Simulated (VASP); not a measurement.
# Mo in VASP: notebook, part 2 of 2

VASP 6.6.1. The steps go on from the part before.

## (3) Single point, LDA

Input file INCAR:

```
  PREC = Accurate
  ENCUT = 520
  EDIFF = 1E-6
  ISMEAR = 1
  SIGMA = 0.1
  LREAL = False
  LASPH = True
  NELM = 100
  ALGO = Normal
  ISIF = 2
  LWAVE = False
  LCHARG = False
  NBANDS = 28
```

Input file KPOINTS:

```
Automatic mesh
0
Gamma
  16 16 1
```

Input file POSCAR:

```
Mo
1.0
    3.1150000000      0.0000000000      0.0000000000
    0.0000000000      3.1150000000      0.0000000000
    0.0000000000      0.0000000000     15.1150000000
Mo
3
Direct
    0.0000000000      0.0000000000      0.4064943577
    0.5000000000      0.5000000000      0.5000000000
    0.0000000000      0.0000000000      0.5935056423
```

Potentials or basis: VASP PAW LDA potentials, release 64 (Mo_sv).

Launch:

```console
$ cat potpaw_LDA.64/Mo_sv/POTCAR > POTCAR
$ mpirun -np 1 vasp_std > vasp.out
```

OUTCAR:

```text
PREC = Accurate
   ENCUT = 520
   EDIFF = 1E-6
   ISMEAR = 1
   LREAL = False
   LASPH = True
   NELM = 100
   ISIF = 2

 ion  position               nearest neighbor table
   1  0.000  0.000  0.406-   2 2.62   2 2.62   2 2.62   2 2.62   3 2.83
   2  0.500  0.500  0.500-   1 2.62   3 2.62   1 2.62   3 2.62   1 2.62   3 2.62   1 2.62   3 2.62

   3  0.000  0.000  0.594-   2 2.62   2 2.62   2 2.62   2 2.62   1 2.83

  LATTYP: Found a simple tetragonal cell.
 ALAT       =     3.1150000000
 C/A-ratio  =     4.8523274478

  Lattice vectors:

 A1 = (   3.1150000000,   0.0000000000,   0.0000000000)
 A2 = (   0.0000000000,   3.1150000000,   0.0000000000)
 A3 = (   0.0000000000,   0.0000000000,  15.1150000000)

Analysis of symmetry for initial positions (statically):
=====================================================================
 Subroutine PRICEL returns:
 Original cell was already a primitive cell.

 Routine SETGRP: Setting up the symmetry group for a
 simple tetragonal supercell.

 Subroutine GETGRP returns: Found 16 space group operations
 (whereof 16 operations were pure point group operations)
 out of a pool of 16 trial point group operations.

The static configuration has the point symmetry D_4h.

Analysis of symmetry for dynamics (positions and initial velocities):
=====================================================================
 Subroutine PRICEL returns:
 Original cell was already a primitive cell.

 Routine SETGRP: Setting up the symmetry group for a
 simple tetragonal supercell.

 Subroutine GETGRP returns: Found 16 space group operations
 (whereof 16 operations were pure point group operations)
 out of a pool of 16 trial point group operations.

The dynamic configuration has the point symmetry D_4h.

 Subroutine INISYM returns: Found 16 space group operations
 (whereof 16 operations are pure point group operations),
 and found     1 'primitive' translations

----------------------------------------------------------------------------------------
[... 115 lines left out ...]
     AMIX_MAG =   1.60;   BMIX_MAG =  1.00
  volume/ion in A,a.u.               =      48.89       329.91
  Fermi-wavevector in a.u.,A,eV,Ry     =   1.079071  2.039148 15.842532  1.164393
  Thomas-Fermi vector in A             =   2.215026
   LORBIT       =      0    0 simple, 1 ext, 2 COOP (PROOUT), +10 PAW based schemes
   GGA     = CA    functional components
   LHFCALC =     F    Hartree Fock is set to
   AEXX    =    0.0000 exact exchange contribution
   IVDW    =     0    specifies the selected vdW correction
   LEPSILON=     F    determine dielectric tensor
   LRPA    =     F    only Hartree local field effects (RPA)
 non-spin polarized calculation
 Methfessel and Paxton  Order N= 1 SIGMA  =   0.10
  energy-cutoff  :      520.00
  volume of cell :      146.66
 maximum number of plane-waves:      4000
 NGX is ok and might be reduce to    24
   NGX = 11   NGY = 11   NGZ = 57

 number of electron      41.9999997 magnetization

 Free energy of the ion-electron system (eV)
  ---------------------------------------------------
  ext. energy  EPLUGINS =         0.00000000
  ---------------------------------------------------
  free energy    TOTEN  =       -31.68489052 eV

  energy without entropy =      -31.68055243  energy(sigma->0) =      -31.68344449

 E-fermi :   1.1649     XC(G=0):  -5.7875

 val. band max:        1.1646284769   @ k =   0.3750   0.0625   0.0000
 cond. band min:       1.1678078520   @ k =   0.4375   0.0625   0.0000
 fundamental gap:      0.0031793751
 Fermi energy:         1.1649331061

 k-point     1 :       0.0000    0.0000    0.0000
  band No.  band energies     occupation
      1     -59.7068      2.00000
      2     -59.3579      2.00000
      3     -59.1768      2.00000
      4     -34.1572      2.00000
      5     -34.1572      2.00000
      6     -34.0860      2.00000
[... 733 lines left out ...]
     27       3.6413      0.00000
     28       4.5200      0.00000

 [... further k-points ...]

------------------------ aborting loop because EDIFF is reached ----------------------------------------

  FORCE on cell =-STRESS in cart. coord.  units (eV):
  Direction    XX          YY          ZZ          XY          YZ          ZX
  --------------------------------------------------------------------------------------
  -------------------------------------------------------------------------------------
  Total       -4.5160224     -4.5160224      0.1949055      0.0000000     -0.0000000      0.0000000
  in kB      -49.3335559    -49.3335559      2.1291702      0.0000000     -0.0000000      0.0000000
  external PRESSURE =     -32.1793139 kB  Pullay stress =       0.0000000 kB

 VOLUME and BASIS-vectors are now :
 -----------------------------------------------------------------------------
  energy-cutoff  :      520.00
  volume of cell :      146.66
      direct lattice vectors                 reciprocal lattice vectors
     3.115000000  0.000000000  0.000000000     0.321027287  0.000000000  0.000000000
     0.000000000  3.115000000  0.000000000     0.000000000  0.321027287  0.000000000
     0.000000000  0.000000000 15.115000000     0.000000000  0.000000000  0.066159444

 POSITION                                       TOTAL-FORCE (eV/Angst)
 -----------------------------------------------------------------------------------
      0.00000      0.00000      6.14416        -0.000000     -0.000000     -0.076959
      1.55750      1.55750      7.55750         0.000000     -0.000000      0.000000
      0.00000      0.00000      8.97084         0.000000      0.000000      0.076959
 -----------------------------------------------------------------------------------
    total drift:                                0.000000      0.000000     -0.000000

  FREE ENERGIE OF THE ION-ELECTRON SYSTEM (eV)
  ---------------------------------------------------
  free  energy   TOTEN  =       -31.6848905224 eV

  energy  without entropy=      -31.6805524309  energy(sigma->0) =      -31.68344449
```

OSZICAR:

```text
N       E                     dE             d eps       ncg     rms          rms(c)
DAV:   1     0.447054378274E+03    0.44705E+03   -0.26479E+04  3184   0.134E+03
DAV:   2    -0.213900559728E+02   -0.46844E+03   -0.45851E+03  2864   0.423E+02
DAV:   3    -0.347988630073E+02   -0.13409E+02   -0.12775E+02  3212   0.679E+01
[... 13 lines left out ...]
DAV:  17    -0.316848428212E+02   -0.91780E-04   -0.14798E-05  2444   0.264E-02    0.545E-03
DAV:  18    -0.316848860983E+02   -0.43277E-04   -0.68665E-06  2116   0.129E-02    0.214E-03
DAV:  19    -0.316848889459E+02   -0.28475E-05   -0.38532E-07  1888   0.249E-03    0.956E-04
DAV:  20    -0.316848903487E+02   -0.14028E-05   -0.16030E-07  1604   0.139E-03    0.181E-04
DAV:  21    -0.316848905224E+02   -0.17373E-06   -0.24607E-08  1564   0.543E-04
   1 F= -.31684891E+02 E0= -.31683444E+02  d E =-.433809E-02
```

stdout:

```text
POSCAR found type information on POSCAR Mo
 POSCAR found :  1 types and       3 ions
 scaLAPACK will be used
 LDA part: xc-table for (Slater(with rela. corr.)+CA(PZ))
 , standard interpolation
 POSCAR, INCAR and KPOINTS ok, starting setup
 FFT: planning ... GRIDC
 FFT: planning ... GRID_SOFT
 FFT: planning ... GRID
 WAVECAR not read
 entering main loop
```

Wall time 3.2 min (1 thread of AMD EPYC 7R13 (Zen 3), shared host); peak memory 0.24 GiB.

What came out:

| Property | Result |
| --- | --- |
| Free energy | -31.6849 eV |
| Largest force | 0.077 eV/Å |
| Band gap on the k mesh | zero (band 21 reaches 2.19 eV, above the bottom of band 22 at 0.71 eV) |

Forces in eV/Å, atoms in the order of the input:
```
Mo   0.000  0.000 -0.077
Mo   0.000  0.000  0.000
Mo   0.000  0.000  0.077
```
